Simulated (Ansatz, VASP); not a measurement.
## One calculation of In3Sb, two programs

Contents of POSCAR:

```
In3Sb
1.0
    4.7380130795      0.0000000000      0.0000000000
    0.0000000000      4.7380130795      0.0000000000
    0.0000000000      0.0000000000      4.7380130795
In Sb
3 1
Direct
    0.5000000000      0.5000000000      0.0000000000
    0.5000000000      0.0000000000      0.5000000000
    0.0000000000      0.5000000000      0.5000000000
    0.0000000000      0.0000000000      0.0000000000
```

Contents of INCAR.step1:

```
SYSTEM = In3Sb
  PREC = Accurate
  ENCUT = 520
  ISMEAR = 0
  SIGMA = 0.1
  LREAL = .False.
  LASPH = .True.
  NELM = 60
  NBANDS = 30
  GGA = PE
  ALGO = Normal
  EDIFF = 1E-4
  LWAVE = .True.
  LCHARG = .False.
```

Contents of INCAR.step2:

```
SYSTEM = In3Sb
  PREC = Accurate
  ENCUT = 520
  EDIFF = 1E-7
  ISMEAR = 0
  SIGMA = 0.1
  LREAL = .False.
  LASPH = .True.
  NELM = 60
  ALGO = Normal
  ISIF = 2
  LWAVE = .False.
  LCHARG = .False.
  METAGGA = R2SCAN
  LMIXTAU = .True.
  NBANDS = 30
  ISTART = 1
```

KPOINTS

```
Automatic mesh
0
Gamma
  10 10 10
  0 0 0
```

Input for Ansatz:

```yaml
crystal:
  lattice:
    - [4.7380130729, 0.0, 0.0]
    - [0.0, 4.7380130729, 0.0]
    - [0.0, 0.0, 4.7380130729]
  atoms:
    - { symbol: In, position: [0.5, 0.5, 0.0] }
    - { symbol: In, position: [0.5, 0.0, 0.5] }
    - { symbol: In, position: [0.0, 0.5, 0.5] }
    - { symbol: Sb, position: [0.0, 0.0, 0.0] }
basis:
  ecutwfc: 500
kpoints:
  mp_grid: { grid: [10, 10, 10] }
hamiltonian:
  xc: r2scan
scf:
  occupations: { method: gaussian, width: 0.1 }
output:
  forces: true
  stress: true
  eigenvalues: true
```

Alike in both runs: task single point; functional r2SCAN; k mesh 10 × 10 × 10; occupations gaussian, width 0.1 eV; no spin polarisation.

|  | VASP | Ansatz |
| --- | --- | --- |
| version | VASP 6.6.1 | Ansatz 0.2.0 |
| potentials or method | VASP PAW PBE potentials, release 64 (In_d, Sb), cutoff 520 eV | scalar-relativistic, plane waves, PAW |
| valence electrons in the cell | 44 | 54 |

```tsv
	VASP	Ansatz	Ansatz less VASP
gap on the k mesh at the Fermi level (eV)	none	none	-
pressure (GPa)	1.3	1.3	0.00
```

VASP's potentials were made for PBE, not for r2SCAN. A gap of «none» marks a metal or a gap that the smearing closes. VASP's potentials hold 44 valence electrons a cell and Ansatz's 54, so a difference there can come from the potentials and not from the codes.

Neither program's run includes spin-orbit coupling.
